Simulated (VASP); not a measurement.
# Be (Im-3m) in VASP: notebook

Runs on Be. Level: PBE. Tasks: single point.

Everything below comes from runs of VASP 6.6.1. Logs are shortened: lines on timing, memory, paths and dates and some standing lists are left out, and cuts for length are marked.

## Step 1: The cell of the first run

It takes space group Im-3m (No. 229, cubic). Conventional cell: a = 2.539 Å, b = 2.539 Å, c = 2.539 Å, α = 90.00°, β = 90.00°, γ = 90.00°. Within 2.9 Å of Be (site symmetry m-3m) lie 14 Be at 2.20 to 2.54 Å.

## Step 2: Single point, PBE (volume scaled by 1.04)

INCAR

```
  ALGO = Normal
  EDIFF = 1E-7
  ENCUT = 520
  GGA = PE
  ISIF = 2
  ISMEAR = -1
  LASPH = True
  LCHARG = False
  LREAL = False
  LWAVE = False
  NBANDS = 7
  NELM = 80
  PREC = Accurate
  SIGMA = 0.03
```

KPOINTS

```
k-points
0
Gamma
  23 23 23
```

POSCAR

```
Be
1.0
   -1.2696112759      1.2696112759      1.2696112759
    1.2696112759     -1.2696112759      1.2696112759
    1.2696112759      1.2696112759     -1.2696112759
Be
1
Direct
    0.0000000000      0.0000000000      0.0000000000
```

Potentials or basis: VASP PAW PBE potentials, release 64 (Be).

Command:

```bash
$ cat potpaw_PBE.64/Be/POTCAR > POTCAR
$ mpirun -np 1 vasp_std > vasp.out
```

OUTCAR:

```text
EDIFF = 1E-7
   ENCUT = 520
   GGA = PE
   ISIF = 2
   ISMEAR = -1
   LASPH = True
   LREAL = False
   NELM = 80
   PREC = Accurate

 ion  position               nearest neighbor table
   1  0.000  0.000  0.000-

  LATTYP: Found a body centered cubic cell.
 ALAT       =     2.5392225518

  Lattice vectors:

 A1 = (  -1.2696112759,   1.2696112759,   1.2696112759)
 A2 = (   1.2696112759,  -1.2696112759,   1.2696112759)
 A3 = (   1.2696112759,   1.2696112759,  -1.2696112759)

Analysis of symmetry for initial positions (statically):
=====================================================================
 Subroutine PRICEL returns:
 Original cell was already a primitive cell.

 Routine SETGRP: Setting up the symmetry group for a
 body centered cubic supercell.

 Subroutine GETGRP returns: Found 48 space group operations
 (whereof 48 operations were pure point group operations)
 out of a pool of 48 trial point group operations.

The static configuration has the point symmetry O_h .

Analysis of symmetry for dynamics (positions and initial velocities):
=====================================================================
 Subroutine PRICEL returns:
 Original cell was already a primitive cell.

 Routine SETGRP: Setting up the symmetry group for a
 body centered cubic supercell.

 Subroutine GETGRP returns: Found 48 space group operations
 (whereof 48 operations were pure point group operations)
 out of a pool of 48 trial point group operations.

The dynamic configuration has the point symmetry O_h .

 Subroutine INISYM returns: Found 48 space group operations
 (whereof 48 operations are pure point group operations),
 and found     1 'primitive' translations

----------------------------------------------------------------------------------------

                                     Primitive cell

  volume of cell :       8.1860

  direct lattice vectors                    reciprocal lattice vectors
    -1.269611276  1.269611276  1.269611276     0.000000000  0.393821329  0.393821329
     1.269611276 -1.269611276  1.269611276     0.393821329  0.000000000  0.393821329
     1.269611276  1.269611276 -1.269611276     0.393821329  0.393821329  0.000000000

  length of vectors
     2.199031236  2.199031236  2.199031236     0.556947465  0.556947465  0.556947465

  position of ions in fractional coordinates (direct lattice)
[... 70 lines left out ...]
   ICHARG =      2    charge: 1-file 2-atom 10-const
   ISPIN  =      1    spin polarized calculation?
   LNONCOLLINEAR =      F non collinear calculations
   LSORBIT =      F    spin-orbit coupling
   LASPH  =      T    aspherical Exc in radial PAW
   ENCUT  =  520.0 eV  38.22 Ry    6.18 a.u.   4.09  4.09  4.09*2*pi/ulx,y,z
   NELM   =     80;   NELMIN=  2; NELMDL= -5     # of ELM steps
   EDIFF  = 0.1E-06   stopping-criterion for ELM
   LREAL  =      F    real-space projection
   EDIFFG = 0.1E-05   stopping-criterion for IOM
   NSW    =      0    number of steps for IOM
   IBRION =     -1    ionic relax: 0-MD 1-quasi-New 2-CG
   NFREE  =      0    steps in history (QN), initial steepest desc. (CG)
   ISIF   =      2    stress and relaxation
   ISYM   =      2    0-nonsym 1-usesym 2-fastsym
   POTIM  = 0.5000    time-step for ionic-motion
   TEBEG  =    0.0;   TEEND  =   0.0 temperature during run
   PSTRESS=    0.0 pullay stress
   NELECT =       2.0000    total number of electrons
   NUPDOWN=      -1.0000    fix difference up-down
   EMIN   =  10.00;   EMAX   =-10.00  energy-range for DOS
   EFERMI =   0.00;   METHOD = LEGACY
   ISMEAR =    -1;   SIGMA  =   0.03  broadening in eV -4-tet -1-fermi 0-gaus
   EFERMI_NEDOS =   21; number of points for ismear=-14 and -15
   IALGO  =     38    algorithm
   IMIX   =      4    mixing-type and parameters
     AMIX     =   0.40;   BMIX     =  1.00
     AMIX_MAG =   1.60;   BMIX_MAG =  1.00
  volume/ion in A,a.u.               =       8.19        55.24
  Fermi-wavevector in a.u.,A,eV,Ry     =   1.023436  1.934014 14.251034  1.047421
  Thomas-Fermi vector in A             =   2.157169
   LORBIT       =      0    0 simple, 1 ext, 2 COOP (PROOUT), +10 PAW based schemes
   GGA     = PE    functional components
   LHFCALC =     F    Hartree Fock is set to
   AEXX    =    0.0000 exact exchange contribution
   IVDW    =     0    specifies the selected vdW correction
   LEPSILON=     F    determine dielectric tensor
   LRPA    =     F    only Hartree local field effects (RPA)
 non-spin polarized calculation
  energy-cutoff  :      520.00
  volume of cell :        8.19
 maximum number of plane-waves:       236
   NGX =  9   NGY =  9   NGZ =  9

 number of electron       2.0000000 magnetization

 Free energy of the ion-electron system (eV)
  ---------------------------------------------------
  ext. energy  EPLUGINS =         0.00000000
  ---------------------------------------------------
  free energy    TOTEN  =        -3.65967001 eV

  energy without entropy =       -3.65904284  energy(sigma->0) =       -3.65935643

 E-fermi :   7.6324     XC(G=0): -10.4987

 val. band max:        7.5952123616   @ k =   0.3043   0.2609   0.0870
 cond. band min:       7.6625223951   @ k =  -0.4348   0.4348   0.3913
 fundamental gap:      0.0673100335
 Fermi energy:         7.6323862632

 k-point     1 :       0.0000    0.0000    0.0000
  band No.  band energies     occupation
      1      -4.4174      2.00000
      2      26.3096      0.00000
      3      26.3096      0.00000
      4      26.3096      0.00000
      5      37.5210      0.00000
      6      37.5210      0.00000
      7      37.5210      0.00000
[... 221 lines left out ...]
 k-point    24 :       0.0870    0.0870    0.0000
  band No.  band energies     occupation
      1      -3.6320      2.00000
      2      23.2335      0.00000
      3      23.4490      0.00000
      4      25.0523      0.00000
      5      33.0454      0.00000
      6      33.5898      0.00000
      7      37.6965      0.00000

 [... further k-points ...]
[... 5 lines left out ...]
  --------------------------------------------------------------------------------------
  -------------------------------------------------------------------------------------
  Total       -0.2652342     -0.2652342     -0.2652342      0.0000000      0.0000000     -0.0000000
  in kB      -51.9120090    -51.9120090    -51.9120090      0.0000000      0.0000000     -0.0000000
  external PRESSURE =     -51.9120090 kB  Pullay stress =       0.0000000 kB

 VOLUME and BASIS-vectors are now :
 -----------------------------------------------------------------------------
  energy-cutoff  :      520.00
  volume of cell :        8.19
      direct lattice vectors                 reciprocal lattice vectors
    -1.269611276  1.269611276  1.269611276     0.000000000  0.393821329  0.393821329
     1.269611276 -1.269611276  1.269611276     0.393821329  0.000000000  0.393821329
     1.269611276  1.269611276 -1.269611276     0.393821329  0.393821329  0.000000000

 POSITION                                       TOTAL-FORCE (eV/Angst)
 -----------------------------------------------------------------------------------
      0.00000      0.00000      0.00000         0.000000      0.000000      0.000000
 -----------------------------------------------------------------------------------
    total drift:                                0.000000      0.000000      0.000000

  FREE ENERGIE OF THE ION-ELECTRON SYSTEM (eV)
  ---------------------------------------------------
  free  energy   TOTEN  =        -3.6596700080 eV

  energy  without entropy=       -3.6590428444  energy(sigma->0) =       -3.65935643
```

OSZICAR:

```text
N       E                     dE             d eps       ncg     rms          rms(c)
DAV:   1    -0.247403054438E+01   -0.24740E+01   -0.10841E+03  5488   0.229E+02
DAV:   2    -0.368425383844E+01   -0.12102E+01   -0.11709E+01  7070   0.249E+01
DAV:   3    -0.368629675785E+01   -0.20429E-02   -0.20427E-02  5754   0.915E-01
DAV:   4    -0.368629707192E+01   -0.31406E-06   -0.31478E-06  7707   0.123E-02
DAV:   5    -0.368629707227E+01   -0.34938E-09   -0.43096E-10  5824   0.542E-05    0.754E-01
DAV:   6    -0.366739859725E+01    0.18898E-01   -0.19090E-03  5747   0.415E-01    0.463E-01
DAV:   7    -0.365969518523E+01    0.77034E-02   -0.19414E-03  5397   0.437E-01    0.186E-02
DAV:   8    -0.365966976832E+01    0.25417E-04   -0.86743E-06  5824   0.258E-02    0.597E-03
DAV:   9    -0.365967006970E+01   -0.30139E-06   -0.86034E-07  6132   0.659E-03    0.243E-04
DAV:  10    -0.365967000800E+01    0.61702E-07   -0.13613E-09  3955   0.388E-04
   1 F= -.36596700E+01 E0= -.36593564E+01  d E =-.627164E-03
```

Run time: 12 s. Hardware: 1 thread of Intel Xeon 8259CL, shared host; peak memory 0.12 GiB.

Results:

- Free energy: -3.6597 eV
- Pressure: -5.2 GPa
- Band gap on the k mesh: zero (band 1 reaches 11.02 eV, above the bottom of band 2 at 6.33 eV)

## Step 3: Single point, PBE (volume scaled by 1.02)

INCAR

```
PREC = Accurate
ENCUT = 520
EDIFF = 1E-6
ISMEAR = -1
SIGMA = 0.03
LREAL = F
LASPH = T
NELM = 100
ALGO = Normal
ISIF = 2
LWAVE = F
LCHARG = F
GGA = PE
NBANDS = 7
```

KPOINTS

```
regular mesh
0
Gamma
  23 23 23
```

POSCAR

```
Be
1.0
   -1.2614200074      1.2614200074      1.2614200074
    1.2614200074     -1.2614200074      1.2614200074
    1.2614200074      1.2614200074     -1.2614200074
Be
1
Direct
    0.0000000000      0.0000000000      0.0000000000
```

Potentials or basis: VASP PAW PBE potentials, release 64 (Be).

Command:

```bash
$ cat potpaw_PBE.64/Be/POTCAR > POTCAR
$ mpirun -np 1 vasp_std > vasp.out
```

It took 11 s on 1 thread of Intel Xeon 8259CL, shared host; peak memory 0.12 GiB.

It converged, with:

```yaml
Free_energy: -3.6637 eV
Pressure: -3.1 GPa
Band_gap_on_the_k_mesh: zero (band 1 reaches 11.24 eV, above the bottom of band 2 at 6.47 eV)
```

Levels at points of the mesh, in eV from the Fermi level:
```csv
k point,band 1,band 2,band 3,band 4,band 5,band 6
"(0.00, 0.00, 0.00)",-12.16,18.98,18.98,18.98,30.26,30.26
```
